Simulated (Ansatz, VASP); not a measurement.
One calculation of Ta, two programs

```
Ta
1.0
     3.25268    0.00000    0.00000
     0.00000    3.25268    0.00000
     0.00000    0.00000    3.40471
Ta
2
Direct
  0.00000 0.00000 0.00000
  0.50000 0.50000 0.50000
```

Alike in both runs: task single point; functional PBE; k mesh 16 × 16 × 16; occupations gaussian, width 0.1 eV; no spin polarisation.

```csv
,VASP,Ansatz
version,VASP 6.6.1,Ansatz 0.2.0
potentials or method,"VASP PAW PBE potentials, release 64 (Ta_pv)","scalar-relativistic, plane waves, PAW"
plane-wave cutoff (eV),500,520
valence electrons in the cell,22,54
```

```tsv
	VASP	Ansatz	Ansatz less VASP
gap on the k mesh at the Fermi level (eV)	none	none	-
pressure (GPa)	3.4	3.2	-0.13
traceless stress, the component that is largest in VASP (GPa)	-3.26	-3.27	-0.010
```

A gap of «none» marks a metal or a gap that the smearing closes. The functional is the same, so the differences come from potentials, cutoffs and numerics. VASP's potentials hold 22 valence electrons a cell and Ansatz's 54, so a difference there can come from the potentials and not from the codes.

Neither program's run includes spin-orbit coupling.
